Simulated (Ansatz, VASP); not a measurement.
**TiH2: VASP beside Ansatz**

File POSCAR:

```
TiH2
1.0
   -1.5965000000      1.5965000000      2.1335000000
    1.5965000000     -1.5965000000      2.1335000000
    1.5965000000      1.5965000000     -2.1335000000
Ti H
1 2
Direct
    0.0000000000      0.0000000000      0.0000000000
    0.7500000000      0.2500000000      0.5000000000
    0.2500000000      0.7500000000      0.5000000000
```

Contents of INCAR.step1:

```
SYSTEM = TiH2
PREC     = Accurate       ! precision mode
ENCUT    = 520            ! plane-wave cutoff, eV
ISMEAR   = 0              ! smearing method
SIGMA    = 0.15           ! smearing width, eV
LREAL    = .False.        ! projectors in reciprocal space
LASPH    = .True.         ! aspherical terms in the spheres
NELM     = 60             ! most SCF steps
NBANDS   = 14             ! bands
GGA      = PE             ! functional
ALGO     = Normal         ! electronic algorithm
EDIFF    = 1E-4           ! SCF threshold, eV
LWAVE    = .True.         ! write WAVECAR
LCHARG   = .False.        ! write CHGCAR
```

The input INCAR.step2:

```
SYSTEM = TiH2
PREC     = Accurate       ! precision mode
ENCUT    = 520            ! plane-wave cutoff, eV
EDIFF    = 1E-7           ! SCF threshold, eV
ISMEAR   = 0              ! smearing method
SIGMA    = 0.15           ! smearing width, eV
LREAL    = .False.        ! projectors in reciprocal space
LASPH    = .True.         ! aspherical terms in the spheres
NELM     = 60             ! most SCF steps
ALGO     = Normal         ! electronic algorithm
ISIF     = 2              ! what is computed and relaxed
LWAVE    = .False.        ! write WAVECAR
LCHARG   = .False.        ! write CHGCAR
METAGGA  = R2SCAN         ! meta-GGA
LMIXTAU  = .True.       
NBANDS   = 14             ! bands
ISTART   = 1
```

The input KPOINTS:

```
Automatic mesh
0
Gamma
  20 20 20
  0 0 0
```

Input for Ansatz:

```yaml
crystal:
  lattice:
    - [-1.5965, 1.5965, 2.1335]
    - [1.5965, -1.5965, 2.1335]
    - [1.5965, 1.5965, -2.1335]
  atoms:
    - { symbol: Ti, position: [0.0, 0.0, 0.0] }
    - { symbol: H, position: [0.75, 0.25, 0.5] }
    - { symbol: H, position: [0.25, 0.75, 0.5] }
basis:
  ecutwfc: 500
kpoints:
  mp_grid: { grid: [20, 20, 20] }
hamiltonian:
  xc: r2scan
scf:
  occupations: { method: gaussian, width: 0.15 }
output:
  forces: true
  stress: true
  eigenvalues: true
```

Alike in both runs: task single point; functional r2SCAN; k mesh 20 × 20 × 20; occupations gaussian, width 0.15 eV; no spin polarisation.

|  | VASP | Ansatz |
| --- | --- | --- |
| version | VASP 6.6.1 | Ansatz 0.2.0 |
| potentials or method | VASP PAW PBE potentials, release 64 (Ti_sv, H), cutoff 520 eV | scalar-relativistic, plane waves, PAW |
| valence electrons in the cell | 14 | 14 |

Ansatz gave:

- gap on the k mesh at the Fermi level (eV): none
- pressure (GPa): -2.8
- traceless stress, the component that is largest in VASP (GPa): -0.54

**Question.** What did VASP give for the same quantities?

**Answer.** gap on the k mesh at the Fermi level (eV): none; pressure (GPa): -2.3; traceless stress, the component that is largest in VASP (GPa): -0.61.

VASP's potentials were made for PBE, not for r2SCAN. A gap of «none» marks a metal or a gap that the smearing closes.
